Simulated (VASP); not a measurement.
# H (Cmcm) in VASP: notebook

The runs below take H through single point, with PBE.

All numbers are computed with VASP 6.6.1; they aren't measurements. Logs are shortened: lines on timing, memory, paths and dates and some standing lists are left out, and cuts for length are marked.

## (1) The cell of the first run

The structure is orthorhombic, space group Cmcm (No. 63). Conventional cell: a = 3.425 Å, b = 5.162 Å, c = 6.015 Å, α = 90.00°, β = 90.00°, γ = 90.00°. H (site symmetry m) has 1 H at 0.98 Å within 1.3 Å.

## (2) Single point, PBE (strained)

The input, INCAR:

```
ALGO = Normal
EDIFF = 1E-7
ENCUT = 520
GGA = PE
ISIF = 2
ISMEAR = 0
LASPH = True
LCHARG = False
LREAL = False
LWAVE = False
NBANDS = 10
NELM = 60
PREC = Accurate
SIGMA = 0.02
```

The input, KPOINTS:

```
k-points
0
Gamma
  8 8 4
```

The input, POSCAR:

```
H
1.0
    1.7125113815     -2.5811995254      0.0000000000
    1.7125113815      2.5811995254      0.0000000000
    0.0000000000      0.0000000000      6.0151905020
H
4
Direct
    0.5849259561      0.4150740439      1.0362361990
    0.4150740439      0.5849259561     -0.0362361990
    0.4150740439      0.5849259561      0.5362361990
    0.5849259561      0.4150740439      0.4637638010
```

Potentials or basis: VASP PAW PBE potentials, release 64 (H).

Command:

```console
$ cat potpaw_PBE.64/H/POTCAR > POTCAR
$ mpirun -np 1 vasp_std > vasp.out
```

OUTCAR:

```text
EDIFF = 1E-7
   ENCUT = 520
   GGA = PE
   ISIF = 2
   ISMEAR = 0
   LASPH = True
   LREAL = False
   NELM = 60
   PREC = Accurate

 ion  position               nearest neighbor table
   1  0.585  0.415  0.036-
   2  0.415  0.585  0.964-
   3  0.415  0.585  0.536-
   4  0.585  0.415  0.464-

  LATTYP: Found a base centered orthorhombic cell.
 ALAT       =     3.4250227630
 B/A-ratio  =     1.5072597784
 C/A-ratio  =     1.7562483283

  Lattice vectors:

 A1 = (   1.7125113815,  -2.5811995254,   0.0000000000)
 A2 = (   1.7125113815,   2.5811995254,   0.0000000000)
 A3 = (   0.0000000000,   0.0000000000,   6.0151905020)

Analysis of symmetry for initial positions (statically):
=====================================================================
 Subroutine PRICEL returns:
 Original cell was already a primitive cell.

 Routine SETGRP: Setting up the symmetry group for a
 base centered orthorhombic supercell.

 Subroutine GETGRP returns: Found  8 space group operations
 (whereof  4 operations were pure point group operations)
 out of a pool of  8 trial point group operations.

The static configuration has the point symmetry C_2h.
 The point group associated with its full space group is D_2h.

Analysis of symmetry for dynamics (positions and initial velocities):
=====================================================================
 Subroutine PRICEL returns:
 Original cell was already a primitive cell.

 Routine SETGRP: Setting up the symmetry group for a
 base centered orthorhombic supercell.

 Subroutine GETGRP returns: Found  8 space group operations
 (whereof  4 operations were pure point group operations)
 out of a pool of  8 trial point group operations.

The dynamic configuration has the point symmetry C_2h.
 The point group associated with its full space group is D_2h.

 Subroutine INISYM returns: Found  8 space group operations
 (whereof  4 operations are pure point group operations),
 and found     1 'primitive' translations

----------------------------------------------------------------------------------------

                                     Primitive cell

  volume of cell :      53.1783

  direct lattice vectors                    reciprocal lattice vectors
     1.712511381 -2.581199525  0.000000000     0.291968862 -0.193708388  0.000000000
     1.712511381  2.581199525  0.000000000     0.291968862  0.193708388  0.000000000
[... 97 lines left out ...]
   POTIM  = 0.5000    time-step for ionic-motion
   TEBEG  =    0.0;   TEEND  =   0.0 temperature during run
   PSTRESS=    0.0 pullay stress
   NELECT =       4.0000    total number of electrons
   NUPDOWN=      -1.0000    fix difference up-down
   EMIN   =  10.00;   EMAX   =-10.00  energy-range for DOS
   EFERMI =   0.00;   METHOD = LEGACY
   ISMEAR =     0;   SIGMA  =   0.02  broadening in eV -4-tet -1-fermi 0-gaus
   EFERMI_NEDOS =   21; number of points for ismear=-14 and -15
   IALGO  =     38    algorithm
   IMIX   =      4    mixing-type and parameters
     AMIX     =   0.40;   BMIX     =  1.00
     AMIX_MAG =   1.60;   BMIX_MAG =  1.00
  volume/ion in A,a.u.               =      13.29        89.72
  Fermi-wavevector in a.u.,A,eV,Ry     =   0.691061  1.305917  6.497679  0.477566
  Thomas-Fermi vector in A             =   1.772606
   LORBIT       =      0    0 simple, 1 ext, 2 COOP (PROOUT), +10 PAW based schemes
   GGA     = PE    functional components
   LHFCALC =     F    Hartree Fock is set to
   AEXX    =    0.0000 exact exchange contribution
   IVDW    =     0    specifies the selected vdW correction
   LEPSILON=     F    determine dielectric tensor
   LRPA    =     F    only Hartree local field effects (RPA)
 non-spin polarized calculation
 Gauss-broadening in eV      SIGMA  =   0.02
  energy-cutoff  :      520.00
  volume of cell :       53.18
 maximum number of plane-waves:      1464
   NGX = 11   NGY = 11   NGZ = 23

 number of electron       3.9999996 magnetization

 Free energy of the ion-electron system (eV)
  ---------------------------------------------------
  ext. energy  EPLUGINS =         0.00000000
  ---------------------------------------------------
  free energy    TOTEN  =       -12.38970826 eV

  energy without entropy =      -12.38970826  energy(sigma->0) =      -12.38970826

 E-fermi :  -6.6683     XC(G=0):  -5.2584

 val. band max:       -6.7655300330   @ k =   0.5000   0.5000   0.0000
 cond. band min:      -1.2208861701   @ k =   0.5000   0.5000   0.0000
 fundamental gap:      5.5446438630
 Fermi energy:        -6.6683431983

 k-point     1 :       0.0000    0.0000    0.0000
  band No.  band energies     occupation
      1      -9.7915      2.00000
      2      -8.5857      2.00000
      3      -0.1233      0.00000
      4       5.4106      0.00000
      5       5.9966      0.00000
      6       7.2057      0.00000
      7       9.9968      0.00000
      8      12.3755      0.00000
      9      12.4976      0.00000
     10      13.2078      0.00000
[... 287 lines left out ...]
 k-point    24 :       0.2500   -0.0000    0.2500
  band No.  band energies     occupation
      1      -9.0222      2.00000
      2      -8.2477      2.00000
      3       0.9931      0.00000
      4       2.8106      0.00000
      5       4.0800      0.00000
      6       6.3224      0.00000
      7       8.6196      0.00000
      8       9.7556      0.00000
      9      11.5819      0.00000
     10      11.9093      0.00000

 [... further k-points ...]

------------------------ aborting loop because EDIFF is reached ----------------------------------------

  FORCE on cell =-STRESS in cart. coord.  units (eV):
  Direction    XX          YY          ZZ          XY          YZ          ZX
  --------------------------------------------------------------------------------------
  -------------------------------------------------------------------------------------
  Total        0.0587917     -6.2939386     -1.3614078      0.0000000      0.0000000      0.0000000
  in kB        1.7713005   -189.6263373    -41.0170477      0.0000000      0.0000000      0.0000000
  external PRESSURE =     -76.2906948 kB  Pullay stress =       0.0000000 kB

 VOLUME and BASIS-vectors are now :
 -----------------------------------------------------------------------------
  energy-cutoff  :      520.00
  volume of cell :       53.18
      direct lattice vectors                 reciprocal lattice vectors
     1.712511381 -2.581199525  0.000000000     0.291968862 -0.193708388  0.000000000
     1.712511381  2.581199525  0.000000000     0.291968862  0.193708388  0.000000000
     0.000000000  0.000000000  6.015190502     0.000000000  0.000000000  0.166245774

 POSITION                                       TOTAL-FORCE (eV/Angst)
 -----------------------------------------------------------------------------------
      1.71251     -0.43842      0.21797         0.000000      3.635301     -1.807162
      1.71251      0.43842      5.79722         0.000000     -3.635301      1.807162
      1.71251      0.43842      3.22556         0.000000     -3.635301     -1.807162
      1.71251     -0.43842      2.78963         0.000000      3.635301      1.807162
 -----------------------------------------------------------------------------------
    total drift:                                0.000000     -0.000000      0.000000

  FREE ENERGIE OF THE ION-ELECTRON SYSTEM (eV)
  ---------------------------------------------------
  free  energy   TOTEN  =       -12.3897082590 eV

  energy  without entropy=      -12.3897082590  energy(sigma->0) =      -12.38970826
```

OSZICAR:

```text
N       E                     dE             d eps       ncg     rms          rms(c)
DAV:   1    -0.542248924533E+01   -0.54225E+01   -0.14217E+03  1260   0.275E+02
DAV:   2    -0.126301864375E+02   -0.72077E+01   -0.71120E+01  1686   0.460E+01
DAV:   3    -0.128803918388E+02   -0.25021E+00   -0.25007E+00  1538   0.778E+00
DAV:   4    -0.128809794202E+02   -0.58758E-03   -0.58757E-03  1470   0.423E-01
DAV:   5    -0.128809806471E+02   -0.12270E-05   -0.12269E-05  1452   0.210E-02    0.401E+00
DAV:   6    -0.125530407686E+02    0.32794E+00   -0.13476E-01  1332   0.127E+00    0.226E+00
DAV:   7    -0.123841811048E+02    0.16886E+00   -0.32606E-01  1334   0.208E+00    0.230E-01
DAV:   8    -0.123903748447E+02   -0.61937E-02   -0.95571E-03  1288   0.466E-01    0.144E-01
DAV:   9    -0.123896943371E+02    0.68051E-03   -0.11193E-03  1430   0.130E-01    0.708E-03
DAV:  10    -0.123897036693E+02   -0.93322E-05   -0.33194E-05  1382   0.331E-02    0.430E-03
DAV:  11    -0.123897082427E+02   -0.45734E-05   -0.39558E-06  1314   0.141E-02    0.664E-04
DAV:  12    -0.123897082590E+02   -0.16302E-07   -0.76346E-08  1516   0.153E-03
   1 F= -.12389708E+02 E0= -.12389708E+02  d E =-.244981E-14
```

Run time: 13 s. Hardware: 1 thread of Intel Xeon Platinum 8488C (Sapphire Rapids), shared host; peak memory 0.17 GiB.

Results:

```
Free energy            : -12.3897 eV
Pressure               : -7.6 GPa
Largest force          : 4.060 eV/Å
Band gap on the k mesh : 5.54 eV, direct
```

Forces in eV/Å, atoms in the order of the input:
```
H    0.000  3.635 -1.807
H    0.000 -3.635  1.807
H    0.000 -3.635 -1.807
H    0.000  3.635  1.807
```

Caveat: the cell differs from its parent crystal (strained); forces of over 1 eV/Å act on the atoms, so gaps and moduli don't describe the material at rest.

## (3) Single point, PBE (strained)

The input, INCAR:

```
SYSTEM = H
PREC = Accurate
ENCUT = 520
EDIFF = 1E-6
ISMEAR = 0
SIGMA = 0.02
LREAL = .False.
LASPH = .True.
NELM = 80
ALGO = Normal
ISIF = 2
LWAVE = .False.
LCHARG = .False.
GGA = PE
NBANDS = 10
```

The input, KPOINTS:

```
regular mesh
0
Gamma
  8 8 4
  0 0 0
```

The input, POSCAR:

```
H
1.0
    1.7150501206     -2.8787076905      0.0000000000
    1.7150501206      2.8787076905      0.0000000000
    0.0000000000      0.0000000000      6.5492090518
H
4
Direct
    0.5826478959      0.4173521041      0.9620588441
    0.4173521041      0.5826478959      0.0379411559
    0.4173521041      0.5826478959      0.4620588441
    0.5826478959      0.4173521041      0.5379411559
```

Potentials or basis: VASP PAW PBE potentials, release 64 (H).

Command:

```console
$ cat potpaw_PBE.64/H/POTCAR > POTCAR
$ mpirun -np 1 vasp_std > vasp.out
```

Run time: 21 s. Hardware: 1 thread of Intel Xeon Platinum 8488C (Sapphire Rapids), shared host; peak memory 0.19 GiB.

It converged, with:

| Item | Value |
| --- | --- |
| Free energy | -11.5951 eV |
| Pressure | -7.9 GPa |
| Largest force | 4.496 eV/Å |
| Band gap on the k mesh | 5.10 eV, direct |

Forces on the atoms (eV/Å):
```
H    0.000  3.986  2.081
H    0.000 -3.986 -2.081
H    0.000 -3.986  2.081
H    0.000  3.986 -2.081
```

Stress tensor (GPa, compression positive):
```
  0.06   0.00   0.00
  0.00 -18.97   0.00
  0.00   0.00  -4.95
```

Levels at points of the mesh, in eV from the valence-band top:
```csv
k point,band 1,band 2,band 3,band 4,band 5
"(0.00, 0.00, 0.00)",-2.27,-1.39,6.41,10.83,11.39
"(0.50, 0.00, 0.00)",-1.00,-0.34,6.39,8.21,9.74
"(0.50, 0.50, 0.00)",-0.64,0.00,5.10,6.68,10.95
"(0.00, 0.00, 0.50)",-1.88,-1.88,8.11,8.11,12.41
"(0.50, 0.00, 0.50)",-0.69,-0.69,7.15,7.15,11.03
"(0.50, 0.50, 0.50)",-0.34,-0.34,5.78,5.78,12.27
```

Caveat: the cell differs from its parent crystal (strained); forces of over 1 eV/Å act on the atoms, so gaps and moduli don't describe the material at rest.

## (4) Single point, PBE (strained)

The input, INCAR:

```
SYSTEM = H
  PREC = Accurate
  ENCUT = 520
  EDIFF = 1E-6
  ISMEAR = 0
  SIGMA = 0.02
  LREAL = .FALSE.
  LASPH = .TRUE.
  NELM = 80
  ALGO = Normal
  ISIF = 2
  LWAVE = .FALSE.
  LCHARG = .TRUE.
  GGA = PE
  LELF = .TRUE.
  LVHAR = .TRUE.
  NBANDS = 10
```

The input, KPOINTS:

```
Automatic mesh
0
G
  8 8 4
  0 0 0
```

The input, POSCAR:

```
H
1.0
    1.6265074744     -2.7939434048      0.0000000000
    1.6265074744      2.7939434048      0.0000000000
    0.0000000000      0.0000000000      6.3070760253
H
4
Direct
    0.5580186704      0.4419813296      1.0217109300
    0.4419813296      0.5580186704     -0.0217109300
    0.4419813296      0.5580186704      0.5217109300
    0.5580186704      0.4419813296      0.4782890700
```

Command:

```console
$ cat potpaw_PBE.64/H/POTCAR > POTCAR
$ mpirun -np 1 vasp_std > vasp.out
```

Wall time 17 s (1 thread of Intel Xeon 6975P-C, shared host); peak memory 0.17 GiB.

The run converged. Its results:

```
Free energy            : -13.4853 eV
Pressure               : 2.4 GPa
Largest force          : 1.842 eV/Å
Band gap on the k mesh : 8.85 eV, indirect (least direct gap 8.89 eV)
```

Forces in eV/Å, atoms in the order of the input:
```
H    0.000 -1.694  0.723
H    0.000  1.694 -0.723
H    0.000  1.694  0.723
H    0.000 -1.694 -0.723
```

Stress tensor (GPa, compression positive):
```
0.05 0.00 0.00
0.00 6.06 0.00
0.00 0.00 1.14
```

Levels at points of the mesh, in eV from the valence-band top:
| k point | band 1 | band 2 | band 3 | band 4 | band 5 | band 6 | band 7 |
| --- | --- | --- | --- | --- | --- | --- | --- |
| (0.00, 0.00, 0.00) | -1.72 | -1.02 | 9.34 | 12.42 | 16.94 | 17.16 | 17.79 |
| (0.50, 0.00, 0.00) | -0.67 | -0.17 | 9.75 | 12.20 | 13.00 | 15.26 | 16.06 |
| (0.50, 0.50, 0.00) | -0.53 | -0.04 | 8.85 | 10.98 | 13.44 | 15.08 | 15.91 |
| (0.00, 0.00, 0.50) | -1.39 | -1.39 | 10.82 | 10.82 | 16.63 | 16.63 | 18.56 |
| (0.50, 0.00, 0.50) | -0.43 | -0.43 | 10.60 | 10.60 | 14.46 | 14.46 | 17.03 |
| (0.50, 0.50, 0.50) | -0.30 | -0.30 | 9.64 | 9.64 | 14.77 | 14.77 | 18.24 |

Caveat: the cell differs from its parent crystal (strained); forces of over 1 eV/Å act on the atoms, so gaps and moduli don't describe the material at rest.

## (5) Single point, PBE

This run uses another cell than the first one, of 17.13 Å³/atom, 1.288 times its volume.

The input, INCAR:

```
SYSTEM = H
PREC = Accurate ; ENCUT = 520
EDIFF = 1E-6 ; ISMEAR = 0
SIGMA = 0.02 ; LREAL = .False.
LASPH = .True. ; NELM = 80
ALGO = Normal ; ISIF = 2
LWAVE = .False. ; LCHARG = .False.
GGA = PE ; NBANDS = 10
```

The input, KPOINTS:

```
regular mesh
0
Gamma
  8 8 4
  0 0 0
```

The input, POSCAR:

```
H
1.0
    1.7730092805     -2.8512325502      0.0000000000
    1.7730092805      2.8512325502      0.0000000000
    0.0000000000      0.0000000000      6.7754939042
H
4
Direct
    0.5539494993      0.4460505007      0.9682905643
    0.4460505007      0.5539494993      0.0317094357
    0.4460505007      0.5539494993      0.4682905643
    0.5539494993      0.4460505007      0.5317094357
```

Command:

```console
$ cat potpaw_PBE.64/H/POTCAR > POTCAR
$ mpirun -np 1 vasp_std > vasp.out
```

It took 45 s on 1 thread of AMD EPYC 7R13, shared host; peak memory 0.19 GiB.

Results (log left out):

| Item | Value |
| --- | --- |
| Free energy | -13.5748 eV |
| Pressure | -0.1 GPa |
| Largest force | 0.009 eV/Å |
| Band gap on the k mesh | 8.81 eV, indirect (least direct gap 8.95 eV) |

Forces in eV/Å, atoms in the order of the input:
```
H    0.000  0.007  0.005
H    0.000 -0.007 -0.005
H    0.000 -0.007  0.005
H    0.000  0.007 -0.005
```

Levels at points of the mesh, in eV from the valence-band top:
```tsv
k point	band 1	band 2	band 3	band 4	band 5
(0.00, 0.00, 0.00)	-1.36	-0.82	8.81	11.57	15.13
(0.50, 0.00, 0.00)	-0.57	-0.18	9.44	11.59	11.85
(0.50, 0.50, 0.00)	-0.36	0.00	8.95	10.81	12.74
(0.00, 0.00, 0.50)	-1.10	-1.10	10.07	10.07	15.14
(0.50, 0.00, 0.50)	-0.38	-0.38	10.20	10.20	13.14
(0.50, 0.50, 0.50)	-0.19	-0.19	9.66	9.66	13.86
```

A k mesh can miss the band edges. PBE gaps usually lie below the measured ones, often by a third to a half.

## (6) Overview

```csv
cell,gap on the mesh (eV),pressure (GPa),largest force (eV/Å)
"a = 3.098, b = 3.098, c = 6.015 Å, angles 90.0, 90.0, 112.9°, 4 atoms",5.54,-7.6,4.06
"a = 3.351, b = 3.351, c = 6.549 Å, angles 90.0, 90.0, 118.4°, 4 atoms",5.10,-7.9,4.50
"a = 3.233, b = 3.233, c = 6.307 Å, angles 90.0, 90.0, 119.6°, 4 atoms",8.85,2.4,1.84
"a = 3.358, b = 3.358, c = 6.775 Å, angles 90.0, 90.0, 116.3°, 4 atoms",8.81,-0.1,0.01
```

Alike in all rows: task single point; level PBE; potentials or basis VASP PAW PBE potentials, release 64 (H); no spin polarisation; k mesh 8 × 8 × 4; cutoff (eV) 520; smearing gaussian 0.02 eV.

Caveats: forces of over 1 eV/Å act on the atoms, so gaps and moduli don't describe the material at rest (some runs).

Total energies depend on the potentials used, so only differences within one code and one set of settings carry meaning.
